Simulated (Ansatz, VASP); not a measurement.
**One calculation of GaN, two programs**

```
CELL_PARAMETERS angstrom
0.00000 2.09048 2.09048
2.09048 0.00000 2.09048
2.09048 2.09048 0.00000
ATOMIC_POSITIONS crystal
Ga 0.00000 0.00000 0.00000
N 0.50000 0.50000 0.50000
```

Alike in both runs: functional LDA; k mesh 12 × 12 × 12; no spin polarisation.

Ansatz relaxed the structure, and its values are those at the end. VASP's run is a single point on that final structure, the one shown.

|  | VASP | Ansatz |
| --- | --- | --- |
| version | VASP 6.6.1 | Ansatz 0.2.0 |
| potentials or method | VASP PAW LDA potentials, release 64 (Ga_d, N), cutoff 600 eV | scalar-relativistic, plane waves, PAW |
| occupations | gaussian, width 0.01 eV | fixed |
| valence electrons in the cell | 18 | 18 |

```csv
,VASP,Ansatz,Ansatz less VASP
gap on the k mesh at the Fermi level (eV),0.62,0.60,-0.019
least direct gap on the mesh (eV),3.25,3.22,-0.030
pressure (GPa),1.3,0.0,-1.29
```

LDA's correlation is that of Perdew and Zunger in VASP and of Perdew and Wang (1992) in Ansatz.
